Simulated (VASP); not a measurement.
Write the native input for VASP 6.6.1 that does the following.

```
Task                               : single point
Functional                         : HSE06
Potentials or basis                : VASP PAW PBE potentials, release 64 (K_sv, Cl)
Cutoff                             : 520 eV
k mesh                             : 4 × 4 × 4
Occupations                        : gaussian, width 0.01 eV
Spin                               : no spin polarisation
Dipole correction                  : no
Grid for exact exchange (PRECFOCK) : Normal
Further INCAR settings             : ALGO = Normal; EDIFF = 1e-07; NBANDS = 15
Share of exact exchange            : 0.25
Screening parameter                : 0.2079 1/Å
```

The system is KCl.

```xyz
2
Lattice="0.0000 3.5073 3.4677 3.5073 0.0000 3.4677 3.5073 3.5073 0.0000" Properties=species:S:1:pos:R:3 pbc="T T T"
K     0.0000    0.0000    0.0000
Cl    1.7536    1.7536    1.7338
```

This cell differs from its parent crystal: uniaxial z strain -1.1%.

These files were run (other wordings do the same):

POSCAR

```
KCl
1.0
    0.0000000000      3.5072828324      3.4676505364
    3.5072828324      0.0000000000      3.4676505364
    3.5072828324      3.5072828324      0.0000000000
K Cl
1 1
Direct
    0.0000000000      0.0000000000      0.0000000000
    0.2500000000      0.2500000000      0.2500000000
```

INCAR.step1

```
ALGO = Normal
EDIFF = 1E-5
ENCUT = 520
GGA = PE
ISIF = 2
ISMEAR = 0
LASPH = T
LREAL = F
LWAVE = T
NBANDS = 15
NELM = 100
PREC = Accurate
SIGMA = 0.01
```

INCAR.step2

```
ALGO = Normal
EDIFF = 1E-7
ENCUT = 520
GGA = PE
HFSCREEN = 0.2079
ISIF = 2
ISMEAR = 0
ISTART = 1
LASPH = T
LCHARG = T
LELF = T
LHFCALC = T
LREAL = F
LVHAR = T
LWAVE = F
NBANDS = 15
NELM = 100
PREC = Accurate
PRECFOCK = Normal
SIGMA = 0.01
```

KPOINTS

```
k-points
0
Gamma
  4 4 4
```

Potentials or basis: VASP PAW PBE potentials, release 64 (K_sv, Cl).

The run is started by

```sh
$ cat potpaw_PBE.64/K_sv/POTCAR potpaw_PBE.64/Cl/POTCAR > POTCAR
$ cp INCAR.step1 INCAR
$ mpirun -np 1 vasp_std > vasp.out
$ cp INCAR.step2 INCAR
$ mpirun -np 1 vasp_std > vasp.out
```

It gave:

```json
{
 "Pressure": "0.3 GPa",
 "Band gap on the k mesh": "6.04 eV (least direct gap 6.08 eV)"
}
```

Caveat: the cell differs from its parent crystal (uniaxial z strain -1.1%); the PAW data sets were made with another functional, which shifts forces and pressure a little.

It took 6.8 min on 1 thread of AMD EPYC 9R45 (Zen 5) (shared host), peak memory 0.31 GiB.
